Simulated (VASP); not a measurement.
# TePb (Fm-3m) in VASP: notebook, part 2 of 2

VASP 6.6.1.

## 3. Vibrations by perturbation theory, PBEsol

This run uses another cell than the first one, of 35.13 Å³/atom.

Contents of INCAR:

```
SYSTEM = TePb
ALGO = Normal
EDIFF = 1E-8
ENCUT = 500
GGA = PS
GGA_COMPAT = .False.
IBRION = 8
ISIF = 2
ISMEAR = 0
LASPH = .True.
LCHARG = .True.
LREAL = .False.
LWAVE = .False.
NELM = 120
NSW = 1
PREC = Accurate
SIGMA = 0.01
```

Contents of KPOINTS:

```
k-points
0
Gamma
  12 12 12
  0 0 0
```

Contents of POSCAR:

```
TePb
1.0
    0.0000000000      3.2750000000      3.2750000000
    3.2750000000      0.0000000000      3.2750000000
    3.2750000000      3.2750000000      0.0000000000
Pb Te
1 1
Direct
    0.0000000000      0.0000000000      0.0000000000
    0.5000000000      0.5000000000      0.5000000000
```

Potentials or basis: VASP PAW PBE potentials, release 64 (Pb_d, Te).

On the command line:

```sh
$ cat potpaw_PBE.64/Pb_d/POTCAR potpaw_PBE.64/Te/POTCAR > POTCAR
$ mpirun -np 1 vasp_std > vasp.out
```

OUTCAR:

```text
SYSTEM = TePb
   EDIFF = 1E-8
   ENCUT = 500
   GGA = PS
   IBRION = 8
   ISIF = 2
   ISMEAR = 0
   LASPH = .True.
   LREAL = .False.
   NELM = 120
   NSW = 1
   PREC = Accurate

 ion  position               nearest neighbor table
   1  0.000  0.000  0.000-   2 3.27   2 3.27   2 3.27   2 3.27   2 3.27   2 3.27
   2  0.500  0.500  0.500-   1 3.27   1 3.27   1 3.27   1 3.27   1 3.27   1 3.27

  LATTYP: Found a face centered cubic cell.
 ALAT       =     6.5500000000

  Lattice vectors:

 A1 = (   0.0000000000,   3.2750000000,   3.2750000000)
 A2 = (   3.2750000000,   0.0000000000,   3.2750000000)
 A3 = (   3.2750000000,   3.2750000000,   0.0000000000)

Analysis of symmetry for initial positions (statically):
=====================================================================
 Subroutine PRICEL returns:
 Original cell was already a primitive cell.

 Routine SETGRP: Setting up the symmetry group for a
 face centered cubic supercell.

 Subroutine GETGRP returns: Found 48 space group operations
 (whereof 48 operations were pure point group operations)
 out of a pool of 48 trial point group operations.

The static configuration has the point symmetry O_h .

Analysis of symmetry for dynamics (positions and initial velocities):
=====================================================================
 Subroutine PRICEL returns:
 Original cell was already a primitive cell.

 Routine SETGRP: Setting up the symmetry group for a
 face centered cubic supercell.

 Subroutine GETGRP returns: Found 48 space group operations
 (whereof 48 operations were pure point group operations)
 out of a pool of 48 trial point group operations.

The dynamic configuration has the point symmetry O_h .

 Subroutine INISYM returns: Found 48 space group operations
 (whereof 48 operations are pure point group operations),
 and found     1 'primitive' translations

----------------------------------------------------------------------------------------

                                     Primitive cell

  volume of cell :      70.2528

  direct lattice vectors                    reciprocal lattice vectors
     0.000000000  3.275000000  3.275000000    -0.152671756  0.152671756  0.152671756
     3.275000000  0.000000000  3.275000000     0.152671756 -0.152671756  0.152671756
     3.275000000  3.275000000  0.000000000     0.152671756  0.152671756 -0.152671756

  length of vectors
     4.631549417  4.631549417  4.631549417     0.264435238  0.264435238  0.264435238

  position of ions in fractional coordinates (direct lattice)
     0.000000000  0.000000000  0.000000000
     0.500000000  0.500000000  0.500000000

  ion indices of the primitive-cell ions
   primitive index   ion index
                 1           1
[... 134 lines left out ...]
      2     -11.6189      2.00000
      3     -11.6111      2.00000
      4     -11.6111      2.00000
      5     -11.6111      2.00000
      6      -6.7575      2.00000
      7      -0.7670      2.00000
      8       3.7660      2.00000
      9       3.7660      2.00000
     10       3.7660      2.00000
     11       8.9581      0.00000
     12       8.9581      0.00000
     13       8.9581      0.00000
     14      10.7952      0.00000
[... 377 lines left out ...]
      1     -11.6378      2.00000
      2     -11.6276      2.00000
      3     -11.6064      2.00000
      4     -11.5988      2.00000
      5     -11.5958      2.00000
      6      -5.3316      2.00000
      7      -3.2863      2.00000
      8       2.5687      2.00000
      9       3.7499      2.00000
     10       4.0805      2.00000
     11       6.7309      0.00000
     12       6.9700      0.00000
     13       8.5010      0.00000
     14      12.1729      0.00000

 [... further k-points ...]
[... 5 lines left out ...]
  --------------------------------------------------------------------------------------
  -------------------------------------------------------------------------------------
  Total       -0.8791923     -0.8791923     -0.8791923     -0.0000000      0.0000000     -0.0000000
  in kB      -20.0507456    -20.0507456    -20.0507456     -0.0000000      0.0000000     -0.0000000
  external PRESSURE =     -20.0507456 kB  Pullay stress =       0.0000000 kB

 VOLUME and BASIS-vectors are now :
 -----------------------------------------------------------------------------
  energy-cutoff  :      500.00
  volume of cell :       70.25
      direct lattice vectors                 reciprocal lattice vectors
     0.000000000  3.275000000  3.275000000    -0.152671756  0.152671756  0.152671756
     3.275000000  0.000000000  3.275000000     0.152671756 -0.152671756  0.152671756
     3.275000000  3.275000000  0.000000000     0.152671756  0.152671756 -0.152671756

 POSITION                                       TOTAL-FORCE (eV/Angst)
 -----------------------------------------------------------------------------------
      0.00000      0.00000      0.00000         0.000000      0.000000      0.000000
      3.27500      3.27500      3.27500        -0.000000     -0.000000     -0.000000
 -----------------------------------------------------------------------------------
    total drift:                               -0.000000      0.000000      0.000000

  FREE ENERGIE OF THE ION-ELECTRON SYSTEM (eV)
  ---------------------------------------------------
  free  energy   TOTEN  =        -8.2375389476 eV

  energy  without entropy=       -8.2375389476  energy(sigma->0) =       -8.23753895

[... ionic steps 2 to 3 ...]

--------------------------------------- Ionic step        4  -------------------------------------------

------------------------ aborting loop because EDIFF is reached ----------------------------------------

[... ionic steps 5 to 6 ...]

--------------------------------------- Ionic step        7  -------------------------------------------

 Free energy of the ion-electron system (eV)
  ---------------------------------------------------
  ---------------------------------------------------
  free energy    TOTEN  =        -0.04935388 eV

  energy without entropy =       -0.04935388

------------------------ aborting loop because EDIFF is reached ----------------------------------------

 INTERNAL STRAIN TENSOR  FOR ION    2  DIRECTION 1   (eV/Angst):
 -----------------------------------------------------------------------------
    -0.00053  0.00000 -0.00000
    -0.00000  0.00720 -0.00000
    -0.00000 -0.00000  0.00720

 INTERNAL STRAIN TENSOR FOR ION    2 for displacements in x,y,z  (eV/Angst):
          X           Y           Z          XY          YZ          ZX
  --------------------------------------------------------------------------------
  x     0.00000     0.00000     0.00000     0.00000     0.00000     0.00000
  y     0.00000     0.00000     0.00000     0.00000     0.00000     0.00000
  z     0.00000     0.00000     0.00000     0.00000     0.00000     0.00000

 SECOND DERIVATIVES (NOT SYMMETRIZED)
 ------------------------------------
               1X          1Y          1Z          2X          2Y          2Z
  1X    -0.088580    0.000000    0.000000    0.088580    0.000000    0.000000
  1Y     0.000000   -0.088580    0.000000    0.000000    0.088580    0.000000
  1Z     0.000000    0.000000   -0.088580    0.000000    0.000000    0.088580
  2X     0.091549    0.000000    0.000000   -0.091549    0.000000    0.000000
  2Y     0.000000    0.091549    0.000000    0.000000   -0.091549    0.000000
  2Z     0.000000    0.000000    0.091549    0.000000    0.000000   -0.091549

 Eigenvectors and eigenvalues of the dynamical matrix
 ----------------------------------------------------

   1 f  =    0.529010 THz     3.323867 2PiTHz   17.645867 cm-1     2.187808 meV
             X         Y         Z           dx          dy          dz
      0.000000  0.000000  0.000000     0.000000    0.611059    0.000000
      3.275000  3.275000  3.275000     0.000000   -0.791585    0.000000
[... 21 lines left out ...]
   6 f/i=    0.004219 THz     0.026507 2PiTHz    0.140721 cm-1     0.017447 meV
             X         Y         Z           dx          dy          dz
      0.000000  0.000000  0.000000     0.000000    0.000000    0.791585
      3.275000  3.275000  3.275000     0.000000    0.000000    0.611059

--------------------------------------------------------------------------------------------------------

 ELASTIC MODULI CONTR FROM IONIC RELAXATION (kBar)
 Direction    XX          YY          ZZ          XY          YZ          ZX
 --------------------------------------------------------------------------------
 XX           0.0000      0.0000      0.0000      0.0000      0.0000      0.0000
 YY           0.0000      0.0000      0.0000      0.0000      0.0000      0.0000
 ZZ           0.0000      0.0000      0.0000      0.0000      0.0000      0.0000
 XY           0.0000      0.0000      0.0000      0.0000      0.0000      0.0000
 YZ           0.0000      0.0000      0.0000      0.0000      0.0000      0.0000
 ZX           0.0000      0.0000      0.0000      0.0000      0.0000      0.0000
 --------------------------------------------------------------------------------
```

OSZICAR:

```text
N       E                     dE             d eps       ncg     rms          rms(c)
DAV:   1     0.148146020781E+03    0.14815E+03   -0.90845E+03  2016   0.134E+03
DAV:   2     0.256714512041E+01   -0.14558E+03   -0.14272E+03  2118   0.328E+02
DAV:   3    -0.808859432153E+01   -0.10656E+02   -0.10504E+02  2646   0.956E+01
DAV:   4    -0.836613337701E+01   -0.27754E+00   -0.27744E+00  2372   0.188E+01
[... 43 lines left out ...]
RMM:   9    -0.493542895576E-01    0.68094E-07   -0.39717E-09  8323   0.426E-04    0.223E-04
RMM:  10    -0.493538092862E-01    0.48027E-06    0.35616E-10  8018   0.165E-04    0.223E-05
RMM:  11    -0.493538838276E-01   -0.74541E-07   -0.19793E-09  8014   0.607E-05    0.118E-05
RMM:  12    -0.493538723936E-01    0.11434E-07    0.36359E-09  7733   0.209E-05    0.679E-06
RMM:  13    -0.493538772962E-01   -0.49026E-08   -0.93749E-10  5972   0.791E-06    0.269E-06
 Linear response finished
```

stdout:

```text
POSCAR found type information on POSCAR PbTe
 POSCAR found :  2 types and       2 ions
 scaLAPACK will be used
 -----------------------------------------------------------------------------
|                                                                             |
|                                                                             |
|     You enforced a specific xc type in the INCAR file but a different       |
|     I HOPE YOU KNOW WHAT YOU ARE DOING!                                     |
|                                                                             |
 -----------------------------------------------------------------------------

 LDA part: xc-table for (Slater+PW92), standard interpolation
 POSCAR, INCAR and KPOINTS ok, starting setup
 FFT: planning ... GRIDC
 FFT: planning ... GRID_SOFT
 FFT: planning ... GRID
 WAVECAR not read
 entering main loop
 Linear response reoptimize wavefunctions to high precision
 Linear response DOF=           2
 Linear response progress:
 first order change of Fermi-energy   0.23364E-03
 force on displaced ion       1 direction 1 :  -0.089   0.000   0.000
 Linear response progress:
 first order change of Fermi-energy  -0.86551E-04
 force on displaced ion       2 direction 1 :  -0.092   0.000   0.000
 Linear response finished
```

It took 13 min on 1 thread of Oxide Virtual Turin-like, shared host; peak memory 0.47 GiB.

Results:

```yaml
Highest_phonon_frequency_at_Γ_LO-TO_splitting_left_out: 18 cm⁻¹
```

Phonon frequencies in cm⁻¹ (negative: imaginary):
```
              q point     frequencies
(0.000, 0.000, 0.000)  0 0 0 18 18 18
```

Caveat: the cell stands under pressure or tension, which shifts response properties; the PAW data sets were made with another functional, which shifts forces and pressure a little; spin-orbit coupling is left out, which moves the levels of the heavy elements.

## 4. Vibrations by perturbation theory, PBEsol

This run uses another cell than the first one, of 35.94 Å³/atom.

INCAR, as its differences from that of step 3:

```diff
@@ -10,3 +10,3 @@
 LASPH = .True.
-LCHARG = .True.
+LCHARG = .False.
 LREAL = .False.
```

KPOINTS is that of step 3.

Contents of POSCAR:

```
TePb
1.0
    0.0000000000      3.3000000000      3.3000000000
    3.3000000000      0.0000000000      3.3000000000
    3.3000000000      3.3000000000      0.0000000000
Pb Te
1 1
Direct
    0.0000000000      0.0000000000      0.0000000000
    0.5000000000      0.5000000000      0.5000000000
```

Potentials or basis: VASP PAW PBE potentials, release 64 (Pb_d, Te).

On the command line:

```sh
$ cat potpaw_PBE.64/Pb_d/POTCAR potpaw_PBE.64/Te/POTCAR > POTCAR
$ mpirun -np 1 vasp_std > vasp.out
```

OUTCAR:

```text
SYSTEM = TePb
   EDIFF = 1E-8
   ENCUT = 500
   GGA = PS
   IBRION = 8
   ISIF = 2
   ISMEAR = 0
   LASPH = .True.
   LREAL = .False.
   NELM = 120
   NSW = 1
   PREC = Accurate

 ion  position               nearest neighbor table
   1  0.000  0.000  0.000-   2 3.30   2 3.30   2 3.30   2 3.30   2 3.30   2 3.30
   2  0.500  0.500  0.500-   1 3.30   1 3.30   1 3.30   1 3.30   1 3.30   1 3.30

  LATTYP: Found a face centered cubic cell.
 ALAT       =     6.6000000000

  Lattice vectors:

 A1 = (   0.0000000000,   3.3000000000,   3.3000000000)
 A2 = (   3.3000000000,   0.0000000000,   3.3000000000)
 A3 = (   3.3000000000,   3.3000000000,   0.0000000000)

Analysis of symmetry for initial positions (statically):
=====================================================================
 Subroutine PRICEL returns:
 Original cell was already a primitive cell.

 Routine SETGRP: Setting up the symmetry group for a
 face centered cubic supercell.

 Subroutine GETGRP returns: Found 48 space group operations
 (whereof 48 operations were pure point group operations)
 out of a pool of 48 trial point group operations.

The static configuration has the point symmetry O_h .

Analysis of symmetry for dynamics (positions and initial velocities):
=====================================================================
 Subroutine PRICEL returns:
 Original cell was already a primitive cell.

 Routine SETGRP: Setting up the symmetry group for a
[... 596 lines left out ...]
      3.30000      3.30000      3.30000        -0.000000     -0.000000     -0.000000
 -----------------------------------------------------------------------------------
    total drift:                               -0.000000      0.000000      0.000000

  FREE ENERGIE OF THE ION-ELECTRON SYSTEM (eV)
  ---------------------------------------------------
  free  energy   TOTEN  =        -8.2136286450 eV

  energy  without entropy=       -8.2136286450  energy(sigma->0) =       -8.21362864

[... ionic steps 2 to 3 ...]

--------------------------------------- Ionic step        4  -------------------------------------------

------------------------ aborting loop because EDIFF is reached ----------------------------------------

[... ionic steps 5 to 6 ...]

--------------------------------------- Ionic step        7  -------------------------------------------

 Free energy of the ion-electron system (eV)
  ---------------------------------------------------
  ---------------------------------------------------
  free energy    TOTEN  =        -0.04949924 eV

  energy without entropy =       -0.04949924

------------------------ aborting loop because EDIFF is reached ----------------------------------------

 INTERNAL STRAIN TENSOR  FOR ION    2  DIRECTION 1   (eV/Angst):
 -----------------------------------------------------------------------------
    -0.00002  0.00000  0.00000
    -0.00000  0.00706 -0.00000
    -0.00000 -0.00000  0.00706

 INTERNAL STRAIN TENSOR FOR ION    2 for displacements in x,y,z  (eV/Angst):
          X           Y           Z          XY          YZ          ZX
  --------------------------------------------------------------------------------
  x     0.00000     0.00000     0.00000     0.00000     0.00000     0.00000
  y     0.00000     0.00000     0.00000     0.00000     0.00000     0.00000
  z     0.00000     0.00000     0.00000     0.00000     0.00000     0.00000

 SECOND DERIVATIVES (NOT SYMMETRIZED)
 ------------------------------------
               1X          1Y          1Z          2X          2Y          2Z
  1X     0.130157    0.000000    0.000000   -0.130157    0.000000    0.000000
  1Y     0.000000    0.130157    0.000000    0.000000   -0.130157    0.000000
  1Z     0.000000    0.000000    0.130157    0.000000    0.000000   -0.130157
  2X    -0.115931    0.000000    0.000000    0.115931    0.000000    0.000000
  2Y     0.000000   -0.115931    0.000000    0.000000    0.115931    0.000000
  2Z     0.000000    0.000000   -0.115931    0.000000    0.000000    0.115931

 Eigenvectors and eigenvalues of the dynamical matrix
 ----------------------------------------------------

   1 f  =    0.017438 THz     0.109566 2PiTHz    0.581670 cm-1     0.072118 meV
             X         Y         Z           dx          dy          dz
      0.000000  0.000000  0.000000     0.014506   -0.017003    0.768492
      3.300000  3.300000  3.300000     0.012065   -0.014142    0.639198
[... 21 lines left out ...]
   6 f/i=    0.613089 THz     3.852153 2PiTHz   20.450455 cm-1     2.535532 meV
             X         Y         Z           dx          dy          dz
      0.000000  0.000000  0.000000     0.452173    0.452173   -0.000000
      3.300000  3.300000  3.300000    -0.543636   -0.543636   -0.000000

--------------------------------------------------------------------------------------------------------

 ELASTIC MODULI CONTR FROM IONIC RELAXATION (kBar)
 Direction    XX          YY          ZZ          XY          YZ          ZX
 --------------------------------------------------------------------------------
 XX           0.0000      0.0000      0.0000      0.0000      0.0000      0.0000
 YY           0.0000      0.0000      0.0000      0.0000      0.0000      0.0000
 ZZ           0.0000      0.0000      0.0000      0.0000      0.0000      0.0000
 XY           0.0000      0.0000      0.0000      0.0000      0.0000      0.0000
 YZ           0.0000      0.0000      0.0000      0.0000      0.0000      0.0000
 ZX           0.0000      0.0000      0.0000      0.0000      0.0000      0.0000
 --------------------------------------------------------------------------------
```

Wall time 12 min (1 thread of Oxide Virtual Turin-like, shared host); peak memory 0.48 GiB.

What came out:

```
Highest phonon frequency at Γ, LO-TO splitting left out : 1 cm⁻¹
Most unstable mode                                      : 20i cm⁻¹
```

Phonon frequencies in cm⁻¹ (negative: imaginary):
| q point | frequencies |
| --- | --- |
| (0.000, 0.000, 0.000) | -20 -20 -20 1 1 1 |

Caveat: the cell stands under pressure or tension, which shifts response properties; some modes are imaginary; the PAW data sets were made with another functional, which shifts forces and pressure a little; spin-orbit coupling is left out, which moves the levels of the heavy elements.
